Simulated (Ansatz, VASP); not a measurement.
# MgO2: VASP beside Ansatz

File INCAR:

```
SYSTEM = MgO2
  ALGO = Normal
  EDIFF = 1E-6
  ENCUT = 520
  GGA = PS
  ISIF = 2
  ISMEAR = 0
  LASPH = .True.
  LCHARG = .False.
  LREAL = .False.
  LWAVE = .False.
  NBANDS = 14
  NELM = 80
  PREC = Accurate
  SIGMA = 0.05
```

File KPOINTS:

```
k-points
0
Gamma
  12 12 12
  0 0 0
```

The input POSCAR:

```
MgO2
1.0
    1.6849990668      0.9728346648      3.6686778186
   -1.6849990668      0.9728346648      3.6686778186
    0.0000000000     -1.9456693296      3.6686778186
Mg O
1 2
Direct
    0.0000000000      0.0000000000      0.0000000000
    0.4287860000      0.4287860000      0.4287860000
    0.5712140000      0.5712140000      0.5712140000
```

Input for Ansatz:

```yaml
crystal:
  lattice:
    - [1.6849990668, 0.9728346648, 3.6686778186]
    - [-1.6849990668, 0.9728346648, 3.6686778186]
    - [0.0, -1.9456693296, 3.6686778186]
  atoms:
    - { symbol: Mg, position: [0.0, 0.0, 0.0] }
    - { symbol: O, position: [0.428786, 0.428786, 0.428786] }
    - { symbol: O, position: [0.571214, 0.571214, 0.571214] }
basis:
  ecutwfc: 420
kpoints:
  mp_grid: { grid: [12, 12, 12] }
hamiltonian:
  xc: pbesol
scf:
  occupations: { method: gaussian, width: 0.05 }
output:
  forces: true
  stress: true
  eigenvalues: true
```

Change from the starting cell: strain +0.050 along x and y, +0.050 along z, atoms carried along.

Alike in both runs: task single point; functional PBEsol; k mesh 12 × 12 × 12; occupations gaussian, width 0.05 eV; no spin polarisation.

|  | VASP | Ansatz |
| --- | --- | --- |
| version | VASP 6.6.1 | Ansatz 0.2.0 |
| potentials or method | VASP PAW PBE potentials, release 64 (Mg, O), cutoff 520 eV | scalar-relativistic, plane waves, PAW |
| valence electrons in the cell | 14 | 22 |

VASP gave:

- gap on the k mesh at the Fermi level (eV): 1.42
- least direct gap on the mesh (eV): 1.42
- pressure (GPa): -17.8
- traceless stress, the component that is largest in VASP (GPa): -6.88
- rms of the force components (eV/Å): 0.341

Question: Which values does Ansatz return?

Answer: gap on the k mesh at the Fermi level (eV): 1.45; least direct gap on the mesh (eV): 1.45; pressure (GPa): -17.5; traceless stress, the component that is largest in VASP (GPa): -7.46; rms of the force components (eV/Å): 0.394.

VASP's potentials were made for PBE, not for PBEsol. Atom by atom the forces differ by 0.053 eV/Å (rms over components). With one functional, cell and mesh, what is left measures potentials, basis and numerics. VASP's potentials hold 14 valence electrons a cell and Ansatz's 22, so a difference there can come from the potentials and not from the codes.
